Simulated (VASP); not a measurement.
Wanted: the native input for a VASP 6.6.1 run.

```
Task                   : single point
Functional             : revpbe exchange, lyp correlation
Potentials or basis    : VASP PAW PBE potentials, release 64 (Cu, O)
Cutoff                 : 600 eV
k mesh                 : 12 × 12 × 7, shifted
Occupations            : gaussian, width 0.1 eV
Spin                   : no spin polarisation
Dipole correction      : no
Further INCAR settings : ALGO = Normal; EDIFF = 1e-06; NBANDS = 25
```

The structure of CuO lies in POSCAR:

```
CuO
1.0
    2.0661273032     -2.0644833363      0.1612777921
    2.0661273032      2.0644833363      0.1612777921
   -0.4016235233      0.0000000000      5.1861333841
Cu O
2 2
Direct
    0.0000000000      0.5000000000      0.0000000000
    0.5000000000      0.0000000000      0.5000000000
    0.4998202309      0.5001797691      0.2500000000
    0.5001797691      0.4998202309      0.7500000000
```

One way to write it, as run:

INCAR

```
SYSTEM = CuO
ALGO = Normal
EDIFF = 1E-6
ENCUT = 600
GGA = LIBXC
GGA_COMPAT = .False.
ISIF = 2
ISMEAR = 0
LASPH = .True.
LCHARG = .False.
LIBXC1 = GGA_X_PBE_R
LIBXC2 = GGA_C_LYP
LREAL = .False.
LWAVE = .False.
NBANDS = 25
NELM = 120
PREC = Accurate
SIGMA = 0.1
```

KPOINTS

```
Automatic mesh
0
Gamma
  12 12 7
  0.5 0.5 0.5
```

Potentials or basis: VASP PAW PBE potentials, release 64 (Cu, O).

Run with:

```bash
$ cat potpaw_PBE.64/Cu/POTCAR potpaw_PBE.64/O/POTCAR > POTCAR
$ mpirun -np 1 vasp_std > vasp.out
```

Results of the run:

The pressure is 10.5 GPa and the band gap on the k mesh is zero (bands 17 and 18 overlap by 1.04 eV).

Caveat: the cell stands under pressure; the PAW data sets were made with another functional, which shifts forces and pressure a little; semilocal functionals often make such compounds metallic where correlation or magnetic order opens a gap, which also shifts bond lengths.

Run time: 4.9 min on 1 thread of AMD EPYC 7R43 64-Core Processor (Zen 3), with other jobs on the host, peak memory 0.37 GiB.
